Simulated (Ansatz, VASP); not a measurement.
**Ag: VASP beside Ansatz**

POSCAR

```
Ag
1.0
   -1.4463469908      1.4463469908      2.1695204861
    1.4463469908     -1.4463469908      2.1695204861
    1.4463469908      1.4463469908     -2.1695204861
Ag
1
Direct
    0.0000000000      0.0000000000      0.0000000000
```

File INCAR.step1:

```
PREC = Accurate
ENCUT = 520
ISMEAR = 0
SIGMA = 0.15
LREAL = False
LASPH = True
NELM = 60
NBANDS = 12
GGA = PE
ALGO = Normal
EDIFF = 1E-4
LWAVE = True
LCHARG = False
```

INCAR.step2

```
PREC = Accurate
ENCUT = 520
EDIFF = 1E-7
ISMEAR = 0
SIGMA = 0.15
LREAL = False
LASPH = True
NELM = 60
ALGO = Normal
ISIF = 2
LWAVE = False
LCHARG = False
METAGGA = R2SCAN
LMIXTAU = True
NBANDS = 12
ISTART = 1
```

The input KPOINTS:

```
regular mesh
0
Gamma
  22 22 22
```

Input for Ansatz:

```yaml
crystal:
  lattice:
    - [-1.4463469908, 1.4463469908, 2.1695204861]
    - [1.4463469908, -1.4463469908, 2.1695204861]
    - [1.4463469908, 1.4463469908, -2.1695204861]
  atoms:
    - { symbol: Ag, position: [0.0, 0.0, 0.0] }
basis:
  ecutwfc: 500
kpoints:
  mp_grid: { grid: [22, 22, 22] }
hamiltonian:
  xc: r2scan
scf:
  occupations: { method: gaussian, width: 0.15 }
output:
  forces: true
  stress: true
  eigenvalues: true
  write_density: true
  write_potential: true
  elf: true
  volumetric_format: npy
```

Alike in both runs: task single point; functional r2SCAN; k mesh 22 × 22 × 22; occupations gaussian, width 0.15 eV; no spin polarisation.

|  | VASP | Ansatz |
| --- | --- | --- |
| version | VASP 6.6.1 | Ansatz 0.2.0 |
| potentials or method | VASP PAW PBE potentials, release 64 (Ag), cutoff 520 eV | scalar-relativistic, plane waves, PAW |
| valence electrons in the cell | 11 | 19 |

|  | VASP | Ansatz | Ansatz less VASP |
| --- | --- | --- | --- |
| gap on the k mesh at the Fermi level (eV) | none | none | - |
| pressure (GPa) | -4.3 | -4.3 | -0.07 |
| traceless stress, the component that is largest in VASP (GPa) | -1.52 | -1.49 | +0.027 |

VASP's potentials were made for PBE, not for r2SCAN. A gap of «none» marks a metal or a gap that the smearing closes. VASP's potentials hold 11 valence electrons a cell and Ansatz's 19, so a difference there can come from the potentials and not from the codes.
